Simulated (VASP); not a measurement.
# CdS (m.bgw) (F-43m) in VASP: single point with PBEsol

Aim: the single point of CdS (m.bgw) with PBEsol.

Program: VASP 6.6.1. These are calculated values, not measurements. Logs are shortened: lines on timing, memory, paths and dates and some standing lists are left out, and cuts for length are marked.

## Step 1: The cell of the first run

It takes space group F-43m (No. 216, cubic). The conventional cell has a = 5.825 Å, b = 5.825 Å, c = 5.825 Å, α = 90.00°, β = 90.00°, γ = 90.00°. Within 3.3 Å of Cd (site symmetry -43m) lie 4 S at 2.52 Å. S (site symmetry -43m) has 4 Cd at 2.52 Å within 3.3 Å.

## Step 2: Single point, PBEsol

Contents of INCAR:

```
  ALGO = Normal
  EDIFF = 1E-6
  ENCUT = 500
  GGA = PS
  GGA_COMPAT = F
  ISIF = 2
  ISMEAR = 0
  LASPH = T
  LCHARG = F
  LREAL = F
  LWAVE = F
  NBANDS = 16
  NELM = 120
  PREC = Accurate
  SIGMA = 0.01
```

Contents of KPOINTS:

```
k-points
0
Gamma
  4 4 4
```

Contents of POSCAR:

```
CdS
1.0
    0.0000000000      2.9125650550      2.9125650550
    2.9125650550      0.0000000000      2.9125650550
    2.9125650550      2.9125650550      0.0000000000
Cd S
1 1
Direct
    0.0000000000      0.0000000000      0.0000000000
    0.2500000000      0.2500000000      0.2500000000
```

Potentials or basis: VASP PAW PBE potentials, release 64 (Cd, S).

Launch:

```console
$ cat potpaw_PBE.64/Cd/POTCAR potpaw_PBE.64/S/POTCAR > POTCAR
$ mpirun -np 1 vasp_std > vasp.out
```

OUTCAR:

```text
EDIFF = 1E-6
   ENCUT = 500
   GGA = PS
   ISIF = 2
   ISMEAR = 0
   LASPH = T
   LREAL = F
   NELM = 120
   PREC = Accurate

 ion  position               nearest neighbor table
   1  0.000  0.000  0.000-   2 2.52   2 2.52   2 2.52   2 2.52
   2  0.250  0.250  0.250-   1 2.52   1 2.52   1 2.52   1 2.52

  LATTYP: Found a face centered cubic cell.
 ALAT       =     5.8251301100

  Lattice vectors:

 A1 = (   0.0000000000,   2.9125650550,   2.9125650550)
 A2 = (   2.9125650550,   0.0000000000,   2.9125650550)
 A3 = (   2.9125650550,   2.9125650550,   0.0000000000)

Analysis of symmetry for initial positions (statically):
=====================================================================
 Subroutine PRICEL returns:
 Original cell was already a primitive cell.

 Routine SETGRP: Setting up the symmetry group for a
 face centered cubic supercell.

 Subroutine GETGRP returns: Found 24 space group operations
 (whereof 24 operations were pure point group operations)
 out of a pool of 48 trial point group operations.

The static configuration has the point symmetry T_d .

Analysis of symmetry for dynamics (positions and initial velocities):
=====================================================================
 Subroutine PRICEL returns:
 Original cell was already a primitive cell.

 Routine SETGRP: Setting up the symmetry group for a
 face centered cubic supercell.

 Subroutine GETGRP returns: Found 24 space group operations
 (whereof 24 operations were pure point group operations)
 out of a pool of 48 trial point group operations.

The dynamic configuration has the point symmetry T_d .

 Subroutine INISYM returns: Found 24 space group operations
 (whereof 24 operations are pure point group operations),
 and found     1 'primitive' translations

----------------------------------------------------------------------------------------

                                     Primitive cell

  volume of cell :      49.4148

  direct lattice vectors                    reciprocal lattice vectors
     0.000000000  2.912565055  2.912565055    -0.171669985  0.171669985  0.171669985
     2.912565055  0.000000000  2.912565055     0.171669985 -0.171669985  0.171669985
     2.912565055  2.912565055  0.000000000     0.171669985  0.171669985 -0.171669985

  length of vectors
     4.118989002  4.118989002  4.118989002     0.297341137  0.297341137  0.297341137

  position of ions in fractional coordinates (direct lattice)
     0.000000000  0.000000000  0.000000000
     0.250000000  0.250000000  0.250000000

  ion indices of the primitive-cell ions
   primitive index   ion index
                 1           1
                 2           2

----------------------------------------------------------------------------------------

 KPOINTS: k-points

Automatic generation of k-mesh.
 Grid dimensions read from file:
 generate k-points for:    4    4    4

 Generating k-lattice:

  Cartesian coordinates                     Fractional coordinates (reciprocal lattice)
    -0.042917496  0.042917496  0.042917496     0.250000000  0.000000000  0.000000000
     0.042917496 -0.042917496  0.042917496     0.000000000  0.250000000  0.000000000
     0.042917496  0.042917496 -0.042917496     0.000000000  0.000000000  0.250000000

  Length of vectors
     0.074335284  0.074335284  0.074335284

  Shift w.r.t. Gamma in fractional coordinates (k-lattice)
     0.000000000  0.000000000  0.000000000

 Subroutine IBZKPT returns following result:
 ===========================================

 Found      8 irreducible k-points:

 Following reciprocal coordinates:
            Coordinates               Weight
  0.000000  0.000000  0.000000      1.000000
  0.250000  0.000000  0.000000      8.000000
  0.500000  0.000000  0.000000      4.000000
  0.250000  0.250000  0.000000      6.000000
  0.500000  0.250000  0.000000     24.000000
 -0.250000  0.250000  0.000000     12.000000
  0.500000  0.500000  0.000000      3.000000
 -0.250000  0.500000  0.250000      6.000000
   k-points           NKPTS =      8   k-points in BZ     NKDIM =      8   number of bands    NBANDS=     16
   number of dos      NEDOS =    301   number of ions     NIONS =      2
   total plane-waves  NPLWV =  27000
   dimension x,y,z NGX =    30 NGY =   30 NGZ =   30
   dimension x,y,z NGXF=    60 NGYF=   60 NGZF=   60
   ions per type =               1   1
   NGX,Y,Z   is equivalent  to a cutoff of  12.11, 12.11, 12.11 a.u.
   NGXF,Y,Z  is equivalent  to a cutoff of  24.22, 24.22, 24.22 a.u.
 SYSTEM =  unknown system
   PREC   = accura    normal or accurate (medium, high low for compatibility)
   ISTART =      0    job   : 0-new  1-cont  2-samecut
   ICHARG =      2    charge: 1-file 2-atom 10-const
   ISPIN  =      1    spin polarized calculation?
   LNONCOLLINEAR =      F non collinear calculations
   LSORBIT =      F    spin-orbit coupling
   LASPH  =      T    aspherical Exc in radial PAW
   ENCUT  =  500.0 eV  36.75 Ry    6.06 a.u.   7.51  7.51  7.51*2*pi/ulx,y,z
   NELM   =    120;   NELMIN=  2; NELMDL= -5     # of ELM steps
   EDIFF  = 0.1E-05   stopping-criterion for ELM
   LREAL  =      F    real-space projection
   EDIFFG = 0.1E-04   stopping-criterion for IOM
   NSW    =      0    number of steps for IOM
   IBRION =     -1    ionic relax: 0-MD 1-quasi-New 2-CG
   NFREE  =      0    steps in history (QN), initial steepest desc. (CG)
   ISIF   =      2    stress and relaxation
   ISYM   =      2    0-nonsym 1-usesym 2-fastsym
   POTIM  = 0.5000    time-step for ionic-motion
   TEBEG  =    0.0;   TEEND  =   0.0 temperature during run
   PSTRESS=    0.0 pullay stress
   NELECT =      18.0000    total number of electrons
   NUPDOWN=      -1.0000    fix difference up-down
   EMIN   =  10.00;   EMAX   =-10.00  energy-range for DOS
   EFERMI =   0.00;   METHOD = LEGACY
   ISMEAR =     0;   SIGMA  =   0.01  broadening in eV -4-tet -1-fermi 0-gaus
   EFERMI_NEDOS =   21; number of points for ismear=-14 and -15
   IALGO  =     38    algorithm
   IMIX   =      4    mixing-type and parameters
     AMIX     =   0.40;   BMIX     =  1.00
     AMIX_MAG =   1.60;   BMIX_MAG =  1.00
  volume/ion in A,a.u.               =      24.71       166.73
  Fermi-wavevector in a.u.,A,eV,Ry     =   1.169176  2.209423 18.598802  1.366973
  Thomas-Fermi vector in A             =   2.305653
   LORBIT       =      0    0 simple, 1 ext, 2 COOP (PROOUT), +10 PAW based schemes
   GGA     = PS    functional components
   LHFCALC =     F    Hartree Fock is set to
   AEXX    =    0.0000 exact exchange contribution
   IVDW    =     0    specifies the selected vdW correction
   LEPSILON=     F    determine dielectric tensor
   LRPA    =     F    only Hartree local field effects (RPA)
 non-spin polarized calculation
 Gauss-broadening in eV      SIGMA  =   0.01
  energy-cutoff  :      500.00
  volume of cell :       49.41
 maximum number of plane-waves:      1283
   NGX = 15   NGY = 15   NGZ = 15

 number of electron      18.0000004 magnetization

 Free energy of the ion-electron system (eV)
  ---------------------------------------------------
  ext. energy  EPLUGINS =         0.00000000
  ---------------------------------------------------
  free energy    TOTEN  =        -6.77611354 eV

  energy without entropy =       -6.77611354  energy(sigma->0) =       -6.77611354

 E-fermi :   1.3723     XC(G=0):  -9.3880

 val. band max:        1.2723539119   @ k =   0.0000   0.0000   0.0000
 cond. band min:       2.2756423140   @ k =   0.0000   0.0000   0.0000
 fundamental gap:      1.0032884022
 Fermi energy:         1.3723327525

 k-point     1 :       0.0000    0.0000    0.0000
  band No.  band energies     occupation
      1     -11.1354      2.00000
      2      -6.4952      2.00000
      3      -6.4952      2.00000
      4      -6.4952      2.00000
      5      -6.0043      2.00000
      6      -6.0043      2.00000
[... 8 lines left out ...]
     15      12.7115      0.00000
     16      12.7115      0.00000

 k-point     2 :       0.2500    0.0000    0.0000
  band No.  band energies     occupation
      1     -10.9138      2.00000
      2      -6.4224      2.00000
      3      -6.4224      2.00000
      4      -6.2505      2.00000
      5      -6.0002      2.00000
      6      -6.0002      2.00000
[... 8 lines left out ...]
     15      11.8252      0.00000
     16      12.3800      0.00000

 k-point     3 :       0.5000    0.0000    0.0000
  band No.  band energies     occupation
      1     -10.6919      2.00000
      2      -6.3726      2.00000
      3      -6.3726      2.00000
      4      -5.9657      2.00000
      5      -5.9657      2.00000
      6      -5.6172      2.00000
[... 8 lines left out ...]
     15      13.7754      0.00000
     16      13.7754      0.00000

 k-point     4 :       0.2500    0.2500    0.0000
  band No.  band energies     occupation
      1     -10.8419      2.00000
      2      -6.3325      2.00000
      3      -6.3325      2.00000
      4      -6.3274      2.00000
      5      -6.0235      2.00000
      6      -5.9596      2.00000
[... 8 lines left out ...]
     15      13.0936      0.00000
     16      15.8064      0.00000

 k-point     5 :       0.5000    0.2500    0.0000
  band No.  band energies     occupation
      1     -10.6251      2.00000
      2      -6.3198      2.00000
      3      -6.2525      2.00000
      4      -6.0998      2.00000
      5      -5.9503      2.00000
      6      -5.5851      2.00000
[... 8 lines left out ...]
     15      13.9055      0.00000
     16      14.8455      0.00000

 k-point     6 :      -0.2500    0.2500    0.0000
  band No.  band energies     occupation
      1     -10.6959      2.00000
      2      -6.3413      2.00000
      3      -6.3258      2.00000
      4      -6.0331      2.00000
      5      -6.0168      2.00000
      6      -5.7529      2.00000
[... 8 lines left out ...]
     15      13.4828      0.00000
     16      14.6043      0.00000

 k-point     7 :       0.5000    0.5000    0.0000
  band No.  band energies     occupation
      1     -10.5551      2.00000
      2      -6.2844      2.00000
      3      -6.1379      2.00000
      4      -6.1379      2.00000
      5      -5.9145      2.00000
      6      -5.5530      2.00000
[... 8 lines left out ...]
     15      13.6133      0.00000
     16      14.7271      0.00000

 k-point     8 :      -0.2500    0.5000    0.2500
  band No.  band energies     occupation
      1     -10.5570      2.00000
      2      -6.2612      2.00000
      3      -6.2378      2.00000
      4      -6.0455      2.00000
      5      -5.9979      2.00000
      6      -5.3578      2.00000
[... 8 lines left out ...]
     15      14.3584      0.00000
     16      14.5795      0.00000

------------------------ aborting loop because EDIFF is reached ----------------------------------------

  FORCE on cell =-STRESS in cart. coord.  units (eV):
  Direction    XX          YY          ZZ          XY          YZ          ZX
  --------------------------------------------------------------------------------------
  -------------------------------------------------------------------------------------
  Total        0.1656393      0.1656393      0.1656393      0.0000000      0.0000000      0.0000000
  in kB        5.3705283      5.3705283      5.3705283      0.0000000      0.0000000      0.0000000
  external PRESSURE =       5.3705283 kB  Pullay stress =       0.0000000 kB

 VOLUME and BASIS-vectors are now :
 -----------------------------------------------------------------------------
  energy-cutoff  :      500.00
  volume of cell :       49.41
      direct lattice vectors                 reciprocal lattice vectors
     0.000000000  2.912565055  2.912565055    -0.171669985  0.171669985  0.171669985
     2.912565055  0.000000000  2.912565055     0.171669985 -0.171669985  0.171669985
     2.912565055  2.912565055  0.000000000     0.171669985  0.171669985 -0.171669985

 POSITION                                       TOTAL-FORCE (eV/Angst)
 -----------------------------------------------------------------------------------
      0.00000      0.00000      0.00000        -0.000000     -0.000000      0.000000
      1.45628      1.45628      1.45628         0.000000      0.000000     -0.000000
 -----------------------------------------------------------------------------------
    total drift:                               -0.000000     -0.000000     -0.000000

  FREE ENERGIE OF THE ION-ELECTRON SYSTEM (eV)
  ---------------------------------------------------
  free  energy   TOTEN  =        -6.7761135450 eV

  energy  without entropy=       -6.7761135450  energy(sigma->0) =       -6.77611354
```

Wall time 7.3 s (1 thread of AMD EPYC 7R13 (Zen 3), shared host); peak memory 0.13 GiB.

Results:

```yaml
Free_energy: -6.7761 eV
Pressure: 0.5 GPa
Band_gap_on_the_k_mesh: 1.00 eV, direct
```

Caveat: the k points lie up to 0.47 Å⁻¹ apart; the PAW data sets were made with another functional, which shifts forces and pressure a little.
